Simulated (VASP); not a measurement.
# Ge (I4_1/amd) in VASP: single point with LDA

Aim: the single point of Ge with LDA.

All numbers are computed with VASP 6.6.1; they aren't measurements. Logs are shortened: lines on timing, memory, paths and dates and some standing lists are left out, and cuts for length are marked.

**1. The cell of the first run**

Symmetry: I4_1/amd, No. 141, tetragonal system. Conventional cell: a = 4.000 Å, b = 4.000 Å, c = 5.431 Å, α = 90.00°, β = 90.00°, γ = 90.00°. Ge (site symmetry -4m2) has 4 Ge at 2.42 Å within 3.2 Å.

**2. Single point, LDA (strain -0.0400 x Voigt [0, 1, 0, 0, 0, 0])**

INCAR

```
SYSTEM = Ge
PREC = Accurate ; ENCUT = 520
EDIFF = 1E-7 ; ISMEAR = 0
SIGMA = 0.15 ; LREAL = .False.
LASPH = .True. ; NELM = 60
ALGO = Normal ; ISIF = 2
LWAVE = .False. ; LCHARG = .False.
NBANDS = 21
```

KPOINTS

```
Automatic mesh
0
Gamma
  14 14 14
  0 0 0
```

POSCAR

```
Ge
1.0
    0.0000000000      2.7156192000      2.8287700000
    2.8287700000      0.0000000000      2.8287700000
    2.8287700000      2.7156192000      0.0000000000
Ge
2
Direct
    0.5000000000      0.5000000000      0.5000000000
    0.7500000000      0.7500000000      0.7500000000
```

Potentials or basis: VASP PAW LDA potentials, release 64 (Ge_d).

Run with:

```sh
$ cat potpaw_LDA.64/Ge_d/POTCAR > POTCAR
$ mpirun -np 1 vasp_std > vasp.out
```

OUTCAR:

```text
SYSTEM = Ge
   PREC = Accurate
   ENCUT = 520
   EDIFF = 1E-7
   ISMEAR = 0
   LREAL = .False.
   LASPH = .True.
   NELM = 60
   ISIF = 2

 ion  position               nearest neighbor table
   1  0.500  0.500  0.500-   2 2.42   2 2.42   2 2.42   2 2.42
   2  0.750  0.750  0.750-   1 2.42   1 2.42   1 2.42   1 2.42

  LATTYP: Found a body centered tetragonal cell.
 ALAT       =     4.0004848988
 C/A-ratio  =     1.3576450199

  Lattice vectors:

 A1 = (   0.0000000000,  -2.7156192000,   2.8287700000)
 A2 = (   0.0000000000,  -2.7156192000,  -2.8287700000)
 A3 = (   2.8287700000,   2.7156192000,   0.0000000000)

Analysis of symmetry for initial positions (statically):
=====================================================================
 Subroutine PRICEL returns:
 Original cell was already a primitive cell.

 Routine SETGRP: Setting up the symmetry group for a
 body centered tetragonal supercell.

 Subroutine GETGRP returns: Found 16 space group operations
 (whereof  8 operations were pure point group operations)
 out of a pool of 16 trial point group operations.

The static configuration has the point symmetry D_2d.
 The point group associated with its full space group is D_4h.

Analysis of symmetry for dynamics (positions and initial velocities):
=====================================================================
 Subroutine PRICEL returns:
 Original cell was already a primitive cell.

 Routine SETGRP: Setting up the symmetry group for a
 body centered tetragonal supercell.

 Subroutine GETGRP returns: Found 16 space group operations
 (whereof  8 operations were pure point group operations)
 out of a pool of 16 trial point group operations.

The dynamic configuration has the point symmetry D_2d.
 The point group associated with its full space group is D_4h.

 Subroutine INISYM returns: Found 16 space group operations
 (whereof  8 operations are pure point group operations),
 and found     1 'primitive' translations

----------------------------------------------------------------------------------------

                                     Primitive cell

  volume of cell :      43.4604

  direct lattice vectors                    reciprocal lattice vectors
     0.000000000  2.715619200  2.828770000    -0.176755268  0.184120071  0.176755268
     2.828770000  0.000000000  2.828770000     0.176755268 -0.184120071  0.176755268
     2.828770000  2.715619200  0.000000000     0.176755268  0.184120071 -0.176755268

  length of vectors
     3.921291541  4.000484899  3.921291541     0.310459418  0.310459418  0.310459418

  position of ions in fractional coordinates (direct lattice)
     0.500000000  0.500000000  0.500000000
     0.750000000  0.750000000  0.750000000

  ion indices of the primitive-cell ions
   primitive index   ion index
                 1           1
                 2           2

----------------------------------------------------------------------------------------

 KPOINTS: Automatic mesh

Automatic generation of k-mesh.
 Grid dimensions read from file:
 generate k-points for:   14   14   14

 Generating k-lattice:

  Cartesian coordinates                     Fractional coordinates (reciprocal lattice)
    -0.012625376  0.013151434  0.012625376     0.071428571  0.000000000  0.000000000
     0.012625376 -0.013151434  0.012625376     0.000000000  0.071428571  0.000000000
     0.012625376  0.013151434 -0.012625376     0.000000000  0.000000000  0.071428571

  Length of vectors
     0.022175673  0.022175673  0.022175673

  Shift w.r.t. Gamma in fractional coordinates (k-lattice)
     0.000000000  0.000000000  0.000000000

 Subroutine IBZKPT returns following result:
 ===========================================

 Found    244 irreducible k-points:

 Following reciprocal coordinates:
            Coordinates               Weight
  0.000000  0.000000  0.000000      1.000000
  0.071429  0.000000  0.000000      8.000000
  0.142857  0.000000  0.000000      8.000000
  0.214286  0.000000 -0.000000      8.000000
  0.285714  0.000000  0.000000      8.000000
  0.357143  0.000000  0.000000      8.000000
[... 16 lines left out ...]
  0.214286  0.142857 -0.000000     16.000000
  0.285714  0.142857  0.000000     16.000000
 [... further k-points ...]
   k-points           NKPTS =    244   k-points in BZ     NKDIM =    244   number of bands    NBANDS=     21
   number of dos      NEDOS =    301   number of ions     NIONS =      2
   total plane-waves  NPLWV =  27000
   dimension x,y,z NGX =    30 NGY =   30 NGZ =   30
   dimension x,y,z NGXF=    60 NGYF=   60 NGZF=   60
   ions per type =               2
   NGX,Y,Z   is equivalent  to a cutoff of  12.72, 12.47, 12.72 a.u.
   NGXF,Y,Z  is equivalent  to a cutoff of  25.44, 24.93, 25.44 a.u.
 SYSTEM =  Ge
   PREC   = accura    normal or accurate (medium, high low for compatibility)
   ISTART =      0    job   : 0-new  1-cont  2-samecut
   ICHARG =      2    charge: 1-file 2-atom 10-const
   ISPIN  =      1    spin polarized calculation?
   LNONCOLLINEAR =      F non collinear calculations
   LSORBIT =      F    spin-orbit coupling
   LASPH  =      T    aspherical Exc in radial PAW
   ENCUT  =  520.0 eV  38.22 Ry    6.18 a.u.   7.29  7.44  7.29*2*pi/ulx,y,z
   NELM   =     60;   NELMIN=  2; NELMDL= -5     # of ELM steps
   EDIFF  = 0.1E-06   stopping-criterion for ELM
   LREAL  =      F    real-space projection
   EDIFFG = 0.1E-05   stopping-criterion for IOM
   NSW    =      0    number of steps for IOM
   IBRION =     -1    ionic relax: 0-MD 1-quasi-New 2-CG
   NFREE  =      0    steps in history (QN), initial steepest desc. (CG)
   ISIF   =      2    stress and relaxation
   ISYM   =      2    0-nonsym 1-usesym 2-fastsym
   POTIM  = 0.5000    time-step for ionic-motion
   TEBEG  =    0.0;   TEEND  =   0.0 temperature during run
   PSTRESS=    0.0 pullay stress
   NELECT =      28.0000    total number of electrons
   NUPDOWN=      -1.0000    fix difference up-down
   EMIN   =  10.00;   EMAX   =-10.00  energy-range for DOS
   EFERMI =   0.00;   METHOD = LEGACY
   ISMEAR =     0;   SIGMA  =   0.15  broadening in eV -4-tet -1-fermi 0-gaus
   EFERMI_NEDOS =   21; number of points for ismear=-14 and -15
   IALGO  =     38    algorithm
   IMIX   =      4    mixing-type and parameters
     AMIX     =   0.40;   BMIX     =  1.00
     AMIX_MAG =   1.60;   BMIX_MAG =  1.00
  volume/ion in A,a.u.               =      21.73       146.64
  Fermi-wavevector in a.u.,A,eV,Ry     =   1.413935  2.671950 27.200935  1.999212
  Thomas-Fermi vector in A             =   2.535529
   LORBIT       =      0    0 simple, 1 ext, 2 COOP (PROOUT), +10 PAW based schemes
   GGA     = CA    functional components
   LHFCALC =     F    Hartree Fock is set to
   AEXX    =    0.0000 exact exchange contribution
   IVDW    =     0    specifies the selected vdW correction
   LEPSILON=     F    determine dielectric tensor
   LRPA    =     F    only Hartree local field effects (RPA)
 non-spin polarized calculation
 Gauss-broadening in eV      SIGMA  =   0.15
  energy-cutoff  :      520.00
  volume of cell :       43.46
 maximum number of plane-waves:      1202
 NGX is ok and might be reduce to    30
   NGX = 15   NGY = 15   NGZ = 15

 number of electron      28.0000005 magnetization

 Free energy of the ion-electron system (eV)
  ---------------------------------------------------
  ext. energy  EPLUGINS =         0.00000000
  ---------------------------------------------------
  free energy    TOTEN  =       -10.37522284 eV

  energy without entropy =      -10.37461461  energy(sigma->0) =      -10.37491873

 E-fermi :   5.2185     XC(G=0): -10.4848

 val. band max:        5.1079670737   @ k =   0.0714   0.0000   0.0000
 cond. band min:       5.2944452861   @ k =   0.5000   0.0000   0.0000
 fundamental gap:      0.1864782124
 Fermi energy:         5.2184634041

 k-point     1 :       0.0000    0.0000    0.0000
  band No.  band energies     occupation
      1     -19.8784      2.00000
      2     -19.8660      2.00000
      3     -19.8660      2.00000
      4     -19.8331      2.00000
      5     -19.8272      2.00000
      6     -19.6034      2.00000
[... 13 lines left out ...]
     20      14.3777      0.00000
     21      15.1382      0.00000

 k-point     2 :       0.0714    0.0000    0.0000
  band No.  band energies     occupation
      1     -19.8802      2.00000
      2     -19.8699      2.00000
      3     -19.8669      2.00000
      4     -19.8277      2.00000
      5     -19.8224      2.00000
      6     -19.6077      2.00000
[... 13 lines left out ...]
     20      13.9183      0.00000
     21      14.4823      0.00000

 k-point     3 :       0.1429    0.0000    0.0000
  band No.  band energies     occupation
      1     -19.8858      2.00000
      2     -19.8770      2.00000
      3     -19.8663      2.00000
      4     -19.8165      2.00000
      5     -19.8120      2.00000
      6     -19.6169      2.00000
[... 13 lines left out ...]
     20      13.4183      0.00000
     21      13.8679      0.00000

 k-point     4 :       0.2143    0.0000   -0.0000
  band No.  band energies     occupation
      1     -19.8924      2.00000
      2     -19.8830      2.00000
      3     -19.8633      2.00000
      4     -19.8048      2.00000
      5     -19.8010      2.00000
      6     -19.6263      2.00000
[... 13 lines left out ...]
     20      13.3126      0.00000
     21      13.7187      0.00000

 k-point     5 :       0.2857    0.0000    0.0000
  band No.  band energies     occupation
      1     -19.8977      2.00000
      2     -19.8871      2.00000
      3     -19.8594      2.00000
      4     -19.7952      2.00000
      5     -19.7920      2.00000
      6     -19.6338      2.00000
[... 13 lines left out ...]
     20      13.7237      0.00000
     21      13.8716      0.00000
[... 382 lines left out ...]
     20      13.4382      0.00000
     21      14.3201      0.00000

 k-point    22 :       0.1429    0.1429    0.0000
  band No.  band energies     occupation
      1     -19.8864      2.00000
      2     -19.8793      2.00000
      3     -19.8748      2.00000
      4     -19.8167      2.00000
      5     -19.7945      2.00000
      6     -19.6481      2.00000
[... 13 lines left out ...]
     20      13.0060      0.00000
     21      15.2252      0.00000

 k-point    23 :       0.2143    0.1429   -0.0000
  band No.  band energies     occupation
      1     -19.8930      2.00000
      2     -19.8829      2.00000
      3     -19.8742      2.00000
      4     -19.8082      2.00000
      5     -19.7807      2.00000
      6     -19.6628      2.00000
[... 13 lines left out ...]
     20      13.7981      0.00000
     21      15.0762      0.00000

 k-point    24 :       0.2857    0.1429    0.0000
  band No.  band energies     occupation
      1     -19.9009      2.00000
      2     -19.8888      2.00000
      3     -19.8667      2.00000
      4     -19.7979      2.00000
      5     -19.7685      2.00000
      6     -19.6739      2.00000
[... 13 lines left out ...]
     20      14.4241      0.00000
     21      15.1416      0.00000

 [... further k-points ...]
[... 5 lines left out ...]
  --------------------------------------------------------------------------------------
  -------------------------------------------------------------------------------------
  Total        0.2277622      0.9959312      0.2277622      0.0000000      0.0000000      0.0000000
  in kB        8.3964946     36.7151899      8.3964946      0.0000000      0.0000000      0.0000000
  external PRESSURE =      17.8360597 kB  Pullay stress =       0.0000000 kB

 VOLUME and BASIS-vectors are now :
 -----------------------------------------------------------------------------
  energy-cutoff  :      520.00
  volume of cell :       43.46
      direct lattice vectors                 reciprocal lattice vectors
     0.000000000  2.715619200  2.828770000    -0.176755268  0.184120071  0.176755268
     2.828770000  0.000000000  2.828770000     0.176755268 -0.184120071  0.176755268
     2.828770000  2.715619200  0.000000000     0.176755268  0.184120071 -0.176755268

 POSITION                                       TOTAL-FORCE (eV/Angst)
 -----------------------------------------------------------------------------------
      2.82877      2.71562      2.82877        -0.000000     -0.000000      0.000000
      4.24315      4.07343      4.24315         0.000000      0.000000     -0.000000
 -----------------------------------------------------------------------------------
    total drift:                                0.000000     -0.000000     -0.000000

  FREE ENERGIE OF THE ION-ELECTRON SYSTEM (eV)
  ---------------------------------------------------
  free  energy   TOTEN  =       -10.3752228395 eV

  energy  without entropy=      -10.3746146119  energy(sigma->0) =      -10.37491873
```

Run time: 7.8 min. Hardware: 1 thread of AMD EPYC 7R13, shared host; peak memory 0.25 GiB.

Results:

```yaml
Free_energy: -10.3752 eV
Pressure: 1.8 GPa
Band_gap_on_the_k_mesh: zero (band 14 reaches 5.34 eV, above the bottom of band 15 at 5.29 eV)
```

Levels at points of the mesh, in eV from the Fermi level:
| k point | band 10 | band 11 | band 12 | band 13 | band 14 | band 15 | band 16 | band 17 | band 18 | band 19 |
| --- | --- | --- | --- | --- | --- | --- | --- | --- | --- | --- |
| (0.00, 0.00, 0.00) | -24.79 | -13.21 | -0.19 | -0.19 | 0.12 | 0.13 | 2.33 | 2.53 | 2.53 | 6.23 |
| (0.50, 0.00, 0.00) | -24.76 | -11.01 | -7.92 | -1.74 | -1.37 | 0.08 | 3.52 | 3.83 | 6.93 | 10.43 |
| (0.50, 0.50, 0.00) | -24.75 | -9.24 | -9.24 | -3.20 | -3.20 | 0.64 | 0.64 | 9.55 | 9.55 | 11.58 |
| (0.50, 0.00, 0.50) | -24.76 | -9.03 | -9.03 | -3.50 | -3.50 | 0.31 | 0.31 | 9.68 | 9.68 | 11.85 |

Caveat: the cell differs from its parent crystal (strain -0.0400 x Voigt [0, 1, 0, 0, 0, 0]).
